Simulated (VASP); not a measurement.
Set up this calculation in VASP 6.6.1, as the native input.

```
Task                   : single point
Functional             : PBE
Potentials or basis    : VASP PAW PBE potentials, release 64 (Ni, Si)
Cutoff                 : 520 eV
k mesh                 : 9 × 9 × 9
Occupations            : methfessel-paxton, width 0.025 eV
Spin                   : collinear spin, ferromagnetic start
Starting moments       : [1.0, 0.0, 0.0] μB
Hubbard terms          : Ni d U = 3.5 eV
Dipole correction      : no
Further INCAR settings : ALGO = Normal; EDIFF = 1e-07; NBANDS = 20
```

The structure of Si2Ni lies in POSCAR:

```
Si2Ni
1.0
    3.8226192600      0.0000000000      0.0000000000
    1.9113096300      3.3104853882      0.0000000000
    1.9113096300      1.1034951294      3.1211555560
Ni Si
1 2
Direct
    0.0000000000      0.0000000000      0.0000000000
    0.7500000000      0.7500000000      0.7500000000
    0.2500000000      0.2500000000      0.2500000000
```

These files were run (other wordings do the same):

INCAR

```
PREC = Accurate ; ENCUT = 520
EDIFF = 1E-7 ; ISMEAR = 1
SIGMA = 0.025 ; LREAL = F
LASPH = T ; NELM = 150
ALGO = Normal ; ISIF = 2
LWAVE = F ; LCHARG = F
ISPIN = 2 ; MAGMOM = 1 0 0
LORBIT = 11 ; LMAXMIX = 4
LDAU = T ; LDAUTYPE = 2
LDAUL = 2 -1 ; LDAUU = 3.5 0
LDAUJ = 0 0 ; LDAUPRINT = 1
GGA = PE ; NBANDS = 20
```

KPOINTS

```
regular mesh
0
Gamma
  9 9 9
```

Potentials or basis: VASP PAW PBE potentials, release 64 (Ni, Si).

The run is started by

```bash
$ cat potpaw_PBE.64/Ni/POTCAR potpaw_PBE.64/Si/POTCAR > POTCAR
$ mpirun -np 1 vasp_std > vasp.out
```

Results of the run:

The pressure is 0.7 GPa. The band gap on the k mesh is zero (filled and empty bands overlap) and the net moment is 0.01 μB per cell. The valence electrons inside the program's atomic spheres are Ni 9.94; Si 1.58.

Caveat: the U is typed as a test and isn't derived for this compound.

It took 46 s on 1 thread of AMD EPYC 7R13 Processor (Zen 3), on a shared host, peak memory 0.17 GiB.
